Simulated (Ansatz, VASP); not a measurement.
**One calculation of AlN, two programs**

The input INCAR:

```
SYSTEM = AlN
ALGO = Normal ; EDIFF = 1E-7
ENCUT = 520 ; GGA = PE
ISIF = 2 ; ISMEAR = 0
LASPH = .TRUE. ; LCHARG = .FALSE.
LREAL = .FALSE. ; LWAVE = .FALSE.
NBANDS = 11 ; NELM = 100
PREC = Accurate ; SIGMA = 0.015
```

File KPOINTS:

```
k-points
0
G
  11 11 11
  0 0 0
```

File POSCAR:

```
AlN
1.0
    0.0000000000      2.0345180000      2.0345180000
    2.0345180000      0.0000000000      2.0345180000
    2.0345180000      2.0345180000      0.0000000000
Al N
1 1
Direct
    0.5000000000      0.5000000000      0.5000000000
    0.0000000000      0.0000000000      0.0000000000
```

input.yaml

```yaml
crystal:
  lattice:
    - [0.0, 2.034518, 2.034518]
    - [2.034518, 0.0, 2.034518]
    - [2.034518, 2.034518, 0.0]
  atoms:
    - { symbol: Al, position: [0.5, 0.5, 0.5] }
    - { symbol: "N", position: [0.0, 0.0, 0.0] }
hamiltonian:
  xc: pbe
  pseudopotentials: { kind: paw }
kpoints:
  mp_grid: { grid: [11, 11, 11] }
scf:
  occupations: { method: gaussian, width: 0.015 }
output:
  forces: true
  stress: true
  eigenvalues: true
```

Alike in both runs: task single point; functional PBE; k mesh 11 × 11 × 11; occupations gaussian, width 0.015 eV; no spin polarisation.

|  | VASP | Ansatz |
| --- | --- | --- |
| version | VASP 6.6.1 | Ansatz 0.2.0 |
| potentials or method | VASP PAW PBE potentials, release 64 (Al, N) | Ansatz PAW |
| plane-wave cutoff (eV) | 520 | 420 |
| valence electrons in the cell | 8 | 8 |

|  | VASP | Ansatz | Ansatz less VASP |
| --- | --- | --- | --- |
| gap on the k mesh at the Fermi level (eV) | 4.55 | 4.58 | +0.022 |
| least direct gap on the mesh (eV) | 5.41 | 5.40 | -0.011 |
| pressure (GPa) | 0.0 | 0.3 | +0.27 |

Noted on Ansatz's run: odd divisions of the mesh miss points on the zone boundary, where band edges often lie, so the gap on the mesh can be too wide.
